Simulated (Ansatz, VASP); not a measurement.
## CuO in VASP and in Ansatz

Contents of INCAR:

```
SYSTEM = CuO
PREC = Accurate
ENCUT = 520
EDIFF = 1E-6
ISMEAR = 0
SIGMA = 0.1
LREAL = .False.
LASPH = .True.
NELM = 150
ALGO = Normal
ISIF = 2
LWAVE = .False.
LCHARG = .True.
ISPIN = 2
MAGMOM = 1 1 0 0
LORBIT = 11
LMAXMIX = 4
LDAU = .True.
LDAUTYPE = 2
LDAUL = 2 -1
LDAUU = 4 0
LDAUJ = 0 0
LDAUPRINT = 1
GGA = PE
LELF = .True.
LVHAR = .True.
NBANDS = 29
```

Contents of KPOINTS:

```
regular mesh
0
Gamma
  8 8 5
  0 0 0
```

The input POSCAR:

```
CuO
1.0
    2.3265000000     -1.7050000000      0.0000000000
    2.3265000000      1.7050000000      0.0000000000
   -0.8413000000      0.0000000000      5.0382400000
Cu O
2 2
Direct
    0.0000000000      0.5000000000      0.0000000000
    0.5000000000      0.0000000000      0.5000000000
    0.5840000000      0.4160000000      0.2500000000
    0.4160000000      0.5840000000      0.7500000000
```

Input for Ansatz:

```yaml
crystal:
  lattice:
    - [2.3265, -1.705, 0.0]
    - [2.3265, 1.705, 0.0]
    - [-0.8413, 0.0, 5.03824]
  atoms:
    - { symbol: Cu, position: [0.0, 0.5, 0.0], spin: 1.0 }
    - { symbol: Cu, position: [0.5, 0.0, 0.5], spin: 1.0 }
    - { symbol: O, position: [0.584, 0.416, 0.25] }
    - { symbol: O, position: [0.416, 0.584, 0.75] }
magnetization:
  spin_polarized: true
hamiltonian:
  xc: pbe
  pseudopotentials: { kind: paw }
  hubbard: { sites: [{ species: Cu, l: d, u_eff: 4.0 }] }
basis:
  ecutwfc: 420
kpoints:
  mp_grid: { grid: [8, 8, 5] }
scf:
  occupations: { method: gaussian, width: 0.1 }
  lower_state_search: "off"
output:
  forces: true
  stress: true
```

Alike in both runs: task single point; functional PBE; k mesh 8 × 8 × 5; occupations gaussian, width 0.1 eV; collinear spin; Hubbard terms Cu d U = 4.0 eV.

|  | VASP | Ansatz |
| --- | --- | --- |
| version | VASP 6.6.1 | Ansatz 0.2.0 |
| potentials or method | VASP PAW PBE potentials, release 64 (Cu, O), cutoff 520 eV | PAW, plane waves, scalar-relativistic |
| valence electrons in the cell | 34 | 50 |

|  | VASP | Ansatz | Ansatz less VASP |
| --- | --- | --- | --- |
| pressure (GPa) | 7.3 | 11.1 | +3.76 |
| traceless stress, the component that is largest in VASP (GPa) | 0.36 | 0.75 | +0.383 |
| rms of the force components (eV/Å) | 0.026 | 0.031 | +0.0058 |
| net moment per atom (μB) | 0.50 | 0.47 | -0.023 |
| size of the moment on the site where the two differ most (μB) | 0.66 | 0.60 | -0.055 |

Site moments also hang on the region over which each program counts them. The programs project onto different local orbitals, so the same U acts differently, and such runs can settle in different states. Atom by atom the forces differ by 0.006 eV/Å (rms over components). VASP's potentials hold 34 valence electrons a cell and Ansatz's 50, so a difference there can come from the potentials and not from the codes. Ansatz's warnings: filled band counts differ across k points.
